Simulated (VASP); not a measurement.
Here is a VASP 6.6.1 calculation.

Contents of INCAR:

```
PREC = Accurate
ENCUT = 520
EDIFF = 1E-6
ISMEAR = 1
SIGMA = 0.2
LREAL = False
LASPH = True
NELM = 100
ALGO = Normal
ISIF = 2
LWAVE = False
LCHARG = True
GGA = PE
LELF = True
LVHAR = True
NBANDS = 12
```

KPOINTS

```
regular mesh
0
Gamma
  9 9 9
```

POSCAR

```
Sb
1.0
    2.1879029667      1.2631863668      3.8431731385
   -2.1879029667      1.2631863668      3.8431731385
    0.0000000000     -2.5263727336      3.8431731385
Sb
2
Direct
    0.2326795448      0.2326795448      0.2326795448
    0.7673204552      0.7673204552      0.7673204552
```

Potentials or basis: VASP PAW PBE potentials, release 64 (Sb).

The run is started by

```console
$ cat potpaw_PBE.64/Sb/POTCAR > POTCAR
$ mpirun -np 1 vasp_std > vasp.out
```

(1) Predict the largest force.

(2) Estimate the pressure.

## Answers

(1) 0.024 eV/Å.

(2) 0.1 GPa.
